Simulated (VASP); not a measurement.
# SiC (F-43m) in VASP: a series of runs, part 2 of 3

VASP 6.6.1.

## 3. Phonons, r2SCAN

This run uses another cell than the first one, of 10.16 Å³/atom, 1.012 times its volume.

The input, INCAR:

```
SYSTEM = SiC
PREC = Accurate ; ENCUT = 520
EDIFF = 1E-8 ; ISMEAR = 0
SIGMA = 0.01 ; LREAL = .FALSE.
LASPH = .TRUE. ; NELM = 100
ALGO = Normal ; ISIF = 2
LWAVE = .FALSE. ; LCHARG = .FALSE.
METAGGA = R2SCAN ; LMIXTAU = .TRUE.
IBRION = 6 ; NFREE = 2
POTIM = 0.015 ; NSW = 1
```

The input, KPOINTS:

```
Automatic mesh
0
G
  10 10 10
  0 0 0
```

The input, POSCAR:

```
SiC
1.0
    2.1657148390      2.1657148390      0.0000000000
   -2.1657148390      2.1657148390      0.0000000000
    0.0000000000      2.1657148390      2.1657148390
Si C
1 1
Direct
    0.0000000000      0.0000000000      0.0000000000
    0.7500000000      0.2500000000      0.5000000000
```

Potentials or basis: VASP PAW PBE potentials, release 64 (Si, C).

Run with:

```sh
> cat potpaw_PBE.64/Si/POTCAR potpaw_PBE.64/C/POTCAR > POTCAR
> mpirun -np 1 vasp_std > vasp.out
```

OUTCAR:

```text
SYSTEM = SiC
   PREC = Accurate
   ENCUT = 520
   EDIFF = 1E-8
   ISMEAR = 0
   LREAL = .FALSE.
   LASPH = .TRUE.
   NELM = 100
   ISIF = 2
   METAGGA = R2SCAN
   IBRION = 6
   NFREE = 2
   POTIM = 0.015
   NSW = 1

 ion  position               nearest neighbor table
   1  0.000  0.000  0.000-   2 1.88   2 1.88   2 1.88   2 1.88
   2  0.750  0.250  0.500-   1 1.88   1 1.88   1 1.88   1 1.88

  LATTYP: Found a face centered cubic cell.
 ALAT       =     4.3314296780

  Lattice vectors:

 A1 = (   0.0000000000,   2.1657148390,   2.1657148390)
 A2 = (   2.1657148390,   0.0000000000,   2.1657148390)
 A3 = (   2.1657148390,   2.1657148390,   0.0000000000)

Analysis of symmetry for initial positions (statically):
=====================================================================
 Subroutine PRICEL returns:
 Original cell was already a primitive cell.

 Routine SETGRP: Setting up the symmetry group for a
 face centered cubic supercell.

 Subroutine GETGRP returns: Found 24 space group operations
 (whereof 24 operations were pure point group operations)
 out of a pool of 48 trial point group operations.

The static configuration has the point symmetry T_d .

Analysis of symmetry for dynamics (positions and initial velocities):
=====================================================================
 Subroutine PRICEL returns:
 Original cell was already a primitive cell.

 Routine SETGRP: Setting up the symmetry group for a
 face centered cubic supercell.

 Subroutine GETGRP returns: Found 24 space group operations
 (whereof 24 operations were pure point group operations)
 out of a pool of 48 trial point group operations.
[... 300 lines left out ...]
  free energy    TOTEN  =       -19.32057227 eV

  energy without entropy =      -19.32057227  energy(sigma->0) =      -19.32057227

 E-fermi :   8.3031     XC(G=0): -12.0169

 val. band max:        8.2631435094   @ k =   0.0000   0.0000   0.0000
 cond. band min:       9.9006586187   @ k =   0.0000  -1.0000  -0.5000
 fundamental gap:      1.6375151093
 Fermi energy:         8.3030650125

 k-point     1 :       0.0000    0.0000    0.0000
  band No.  band energies     occupation
      1      -8.1381      2.00000
      2       8.1119      2.00000
      3       8.1888      2.00000
      4       8.2631      2.00000
      5      15.2526      0.00000
      6      16.1449      0.00000
      7      16.1753      0.00000
      8      16.2074      0.00000
[... 243 lines left out ...]
 k-point    24 :       0.4000    0.3000    0.0000
  band No.  band energies     occupation
      1      -3.2677      2.00000
      2       0.5211      2.00000
      3       2.6925      2.00000
      4       5.7980      2.00000
      5      12.3295      0.00000
      6      17.6785      0.00000
      7      19.9668      0.00000
      8      20.7430      0.00000

 [... further k-points ...]
[... 5 lines left out ...]
  --------------------------------------------------------------------------------------
  -------------------------------------------------------------------------------------
  Total        0.4868861      0.4926573      0.4926573      0.0000000     -0.1276927      0.0000000
  in kB       38.3976094     38.8527454     38.8527454      0.0000000    -10.0703075      0.0000000
  external PRESSURE =      38.7010334 kB  Pullay stress =       0.0000000 kB
[... 17 lines left out ...]
  FREE ENERGIE OF THE ION-ELECTRON SYSTEM (eV)
  ---------------------------------------------------
  free  energy   TOTEN  =       -19.3205722702 eV

  energy  without entropy=      -19.3205722702  energy(sigma->0) =      -19.32057227

 INTERNAL STRAIN TENSORS FROM DISPLACED ATOMS
 ============================================

 INTERNAL STRAIN TENSOR FOR ION    1 for displacements in x,y,z  (eV/Angst):
          X           Y           Z          XY          YZ          ZX
  --------------------------------------------------------------------------------
  x    -0.00000     0.00000     0.00000     0.00000    -8.51512     0.00000
  y    -0.00000     0.00000    -0.00000     0.00000     0.00000    -8.51512
  z     0.00000     0.00000    -0.00000    -8.51512     0.00000     0.00000

 INTERNAL STRAIN TENSOR FOR ION    2 for displacements in x,y,z  (eV/Angst):
          X           Y           Z          XY          YZ          ZX
  --------------------------------------------------------------------------------
  x     0.00000     0.00000     0.00000     0.00000     8.51179     0.00000
  y     0.00000     0.00000     0.00000     0.00000     0.00000     8.51179
  z     0.00000     0.00000     0.00000     8.51179     0.00000     0.00000

 Eigenvectors and eigenvalues of the dynamical matrix
 ----------------------------------------------------

   1 f  =   24.373789 THz   153.145032 2PiTHz  813.022082 cm-1   100.801846 meV
             X         Y         Z           dx          dy          dz
      0.000000  0.000000  0.000000     0.547267    0.000000   -0.000000
      1.082857  3.248572  1.082857    -0.836958   -0.000000   -0.000000
[... 21 lines left out ...]
   6 f/i=    0.001475 THz     0.009268 2PiTHz    0.049200 cm-1     0.006100 meV
             X         Y         Z           dx          dy          dz
      0.000000  0.000000  0.000000     0.017472   -0.255806   -0.796717
      1.082857  3.248572  1.082857     0.011425   -0.167265   -0.520953

 ELASTIC MODULI CONTR FROM IONIC RELAXATION (kBar)
 Direction    XX          YY          ZZ          XY          YZ          ZX
 --------------------------------------------------------------------------------
 XX          -0.0000      0.0000      0.0000      0.0000     -0.0000     -0.0000
 YY           0.0000     -0.0000      0.0000      0.0000      0.0000      0.0000
 ZZ           0.0000      0.0000     -0.0000     -0.0000      0.0000     -0.0000
 XY           0.0000      0.0000     -0.0000   -279.5209      0.0000      0.0000
 YZ          -0.0000      0.0000      0.0000      0.0000   -279.5209      0.0000
 ZX          -0.0000      0.0000     -0.0000      0.0000      0.0000   -279.5209
 --------------------------------------------------------------------------------
```

OSZICAR:

```text
N       E                     dE             d eps       ncg     rms          rms(c)
DAV:   1     0.390040677092E+00    0.39004E+00   -0.42928E+03   760   0.870E+02
DAV:   2    -0.219879610496E+02   -0.22378E+02   -0.21691E+02  1040   0.115E+02
[... 64 lines left out ...]
DAV:   5    -0.193205563666E+02   -0.20348E-03   -0.80335E-05  3384   0.938E-02    0.194E-02
DAV:   6    -0.193205687822E+02   -0.12416E-04   -0.14947E-05  3192   0.451E-02    0.320E-03
DAV:   7    -0.193205726075E+02   -0.38253E-05   -0.78836E-06  2920   0.296E-02    0.150E-03
DAV:   8    -0.193205722786E+02    0.32889E-06   -0.11146E-06  3144   0.113E-02    0.100E-03
DAV:   9    -0.193205722792E+02   -0.61118E-09   -0.10434E-07  3384   0.344E-03    0.601E-04
DAV:  10    -0.193205722702E+02    0.90317E-08   -0.32979E-08  2872   0.226E-03
   5 F= -.19320572E+02 E0= -.19320572E+02  d E =-.676019E-12
```

Run time: 3.9 min. Hardware: 1 thread of Intel Xeon Platinum 8259CL at 2.50GHz (Skylake/Cascade Lake), shared host; peak memory 0.18 GiB.

Results:

```yaml
Highest_phonon_frequency_at_Γ_LO-TO_splitting_left_out: 813 cm⁻¹
```

Phonon frequencies in cm⁻¹ (negative: imaginary):
```csv
q point,frequencies
"(0.000, 0.000, 0.000)",0 0 0 813 813 813
```

Caveat: the cell wasn't relaxed at this level first, which shifts response properties; the PAW data sets were made with another functional, which shifts forces and pressure a little.

## 4. Phonons, r2SCAN

This run uses another cell than the first one, of 10.24 Å³/atom, 1.021 times its volume.

The input, INCAR:

```
ALGO = Normal
EDIFF = 1E-8
ENCUT = 520
IBRION = 6
ISIF = 2
ISMEAR = 0
LASPH = T
LCHARG = T
LMIXTAU = T
LREAL = F
LWAVE = F
METAGGA = R2SCAN
NELM = 60
NFREE = 2
NSW = 1
POTIM = 0.015
PREC = Accurate
SIGMA = 0.01
```

The input, KPOINTS:

```
k-points
0
Gamma
  10 10 10
```

The input, POSCAR:

```
SiC
1.0
    2.1718613537      2.1718613537      0.0000000000
   -2.1718613537      2.1718613537      0.0000000000
    0.0000000000      2.1718613537      2.1718613537
Si C
1 1
Direct
    0.0000000000      0.0000000000      0.0000000000
    0.7500000000      0.2500000000      0.5000000000
```

Potentials or basis: VASP PAW PBE potentials, release 64 (Si, C).

Run with:

```sh
> cat potpaw_PBE.64/Si/POTCAR potpaw_PBE.64/C/POTCAR > POTCAR
> mpirun -np 1 vasp_std > vasp.out
```

OUTCAR:

```text
EDIFF = 1E-8
   ENCUT = 520
   IBRION = 6
   ISIF = 2
   ISMEAR = 0
   LASPH = T
   LREAL = F
   METAGGA = R2SCAN
   NELM = 60
   NFREE = 2
   NSW = 1
   POTIM = 0.015
   PREC = Accurate

 ion  position               nearest neighbor table
   1  0.000  0.000  0.000-   2 1.88   2 1.88   2 1.88   2 1.88
   2  0.750  0.250  0.500-   1 1.88   1 1.88   1 1.88   1 1.88

  LATTYP: Found a face centered cubic cell.
 ALAT       =     4.3437227074

  Lattice vectors:

 A1 = (   0.0000000000,   2.1718613537,   2.1718613537)
 A2 = (   2.1718613537,   0.0000000000,   2.1718613537)
 A3 = (   2.1718613537,   2.1718613537,   0.0000000000)

Analysis of symmetry for initial positions (statically):
=====================================================================
 Subroutine PRICEL returns:
 Original cell was already a primitive cell.

[... 603 lines left out ...]
  Total        0.2324406      0.2380092      0.2380092      0.0000000     -0.1206939      0.0000000
  in kB       18.1759136     18.6113547     18.6113547      0.0000000     -9.4377766      0.0000000
  external PRESSURE =      18.4662077 kB  Pullay stress =       0.0000000 kB
[... 17 lines left out ...]
  FREE ENERGIE OF THE ION-ELECTRON SYSTEM (eV)
  ---------------------------------------------------
  free  energy   TOTEN  =       -19.3237320441 eV

  energy  without entropy=      -19.3237320441  energy(sigma->0) =      -19.32373204

 INTERNAL STRAIN TENSORS FROM DISPLACED ATOMS
 ============================================

 INTERNAL STRAIN TENSOR FOR ION    1 for displacements in x,y,z  (eV/Angst):
          X           Y           Z          XY          YZ          ZX
  --------------------------------------------------------------------------------
  x     0.00000     0.00000     0.00000     0.00000    -8.04862     0.00000
  y     0.00000     0.00000     0.00000     0.00000     0.00000    -8.04862
  z     0.00000     0.00000     0.00000    -8.04862     0.00000     0.00000

 INTERNAL STRAIN TENSOR FOR ION    2 for displacements in x,y,z  (eV/Angst):
          X           Y           Z          XY          YZ          ZX
  --------------------------------------------------------------------------------
  x     0.00000    -0.00000    -0.00000     0.00000     8.04535     0.00000
  y    -0.00000     0.00000    -0.00000     0.00000     0.00000     8.04535
  z    -0.00000    -0.00000     0.00000     8.04535     0.00000     0.00000

 Eigenvectors and eigenvalues of the dynamical matrix
 ----------------------------------------------------

   1 f  =   24.143439 THz   151.697704 2PiTHz  805.338455 cm-1    99.849198 meV
             X         Y         Z           dx          dy          dz
      0.000000  0.000000  0.000000    -0.000000   -0.547263   -0.000000
      1.085931  3.257792  1.085931     0.000000    0.836961   -0.000000
[... 21 lines left out ...]
   6 f/i=    0.001560 THz     0.009799 2PiTHz    0.052020 cm-1     0.006450 meV
             X         Y         Z           dx          dy          dz
      0.000000  0.000000  0.000000     0.017566    0.835176   -0.051724
      1.085931  3.257792  1.085931     0.011486    0.546096   -0.033821

 ELASTIC MODULI CONTR FROM IONIC RELAXATION (kBar)
 Direction    XX          YY          ZZ          XY          YZ          ZX
 --------------------------------------------------------------------------------
 XX          -0.0000     -0.0000     -0.0000      0.0000      0.0000      0.0000
 YY          -0.0000     -0.0000     -0.0000      0.0000      0.0000      0.0000
 ZZ          -0.0000     -0.0000     -0.0000      0.0000      0.0000      0.0000
 XY           0.0000      0.0000      0.0000   -252.3630      0.0000      0.0000
 YZ           0.0000      0.0000      0.0000      0.0000   -252.3630      0.0000
 ZX           0.0000      0.0000      0.0000      0.0000      0.0000   -252.3630
 --------------------------------------------------------------------------------
```

OSZICAR:

```text
N       E                     dE             d eps       ncg     rms          rms(c)
DAV:   1     0.662102535278E+00    0.66210E+00   -0.42960E+03   768   0.868E+02
DAV:   2    -0.219996358695E+02   -0.22662E+02   -0.21623E+02  1120   0.114E+02
[... 64 lines left out ...]
DAV:   5    -0.193237159603E+02   -0.20263E-03   -0.79887E-05  3376   0.936E-02    0.194E-02
DAV:   6    -0.193237284883E+02   -0.12528E-04   -0.14618E-05  3224   0.446E-02    0.317E-03
DAV:   7    -0.193237323767E+02   -0.38884E-05   -0.78704E-06  2920   0.296E-02    0.152E-03
DAV:   8    -0.193237320447E+02    0.33198E-06   -0.11289E-06  3144   0.114E-02    0.102E-03
DAV:   9    -0.193237320537E+02   -0.90063E-08   -0.10503E-07  3416   0.343E-03    0.604E-04
DAV:  10    -0.193237320441E+02    0.96397E-08   -0.34811E-08  2864   0.231E-03
   5 F= -.19323732E+02 E0= -.19323732E+02  d E =-.947783E-73
```

It took 4.7 min on 1 thread of Intel Xeon Platinum 8259CL at 2.50GHz (Skylake/Cascade Lake), shared host; peak memory 0.18 GiB.

What came out:

```
Highest phonon frequency at Γ, LO-TO splitting left out : 805 cm⁻¹
```

Phonon frequencies in cm⁻¹ (negative: imaginary):
| q point | frequencies |
| --- | --- |
| (0.000, 0.000, 0.000) | 0 0 0 805 805 805 |

Caveat: the cell wasn't relaxed at this level first, which shifts response properties; the PAW data sets were made with another functional, which shifts forces and pressure a little.

(Continued in part 3 of 3.)
